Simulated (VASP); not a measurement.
Here is a VASP 6.6.1 calculation.

INCAR

```
ALGO     = Fast           # electronic algorithm
EDIFF    = 1E-6           # SCF threshold, eV
ENCUT    = 520            # plane-wave cutoff, eV
ISIF     = 2              # what is computed and relaxed
ISMEAR   = -1             # smearing method
LASPH    = True           # aspherical terms in the spheres
LCHARG   = False          # write CHGCAR
LREAL    = False          # projectors in reciprocal space
LWAVE    = False          # write WAVECAR
NBANDS   = 20             # bands
NELM     = 60             # most SCF steps
PREC     = Accurate       # precision mode
SIGMA    = 0.05           # smearing width, eV
```

File KPOINTS:

```
k-points
0
Gamma
  11 11 6
```

File POSCAR:

```
AgRh
1.0
    2.8141396046      0.0000000000      0.0000000000
   -1.4070698023      2.4371163874      0.0000000000
    0.0000000000      0.0000000000      4.8718803355
Ag Rh
1 1
Direct
    0.0000000000      0.0000000000      0.5000000000
    0.6666666667      0.3333333333      0.0000000000
```

Potentials or basis: VASP PAW LDA potentials, release 64 (Ag, Rh_pv).

Launch:

```bash
$ cat potpaw_LDA.64/Ag/POTCAR potpaw_LDA.64/Rh_pv/POTCAR > POTCAR
$ mpirun -np 1 vasp_std > vasp.out
```

(1) Predict the band gap on the k mesh.

(2) Predict the pressure.

Results:

(1) zero (band 13 reaches 8.98 eV, above the bottom of band 14 at 7.75 eV).

(2) -19.5 GPa.
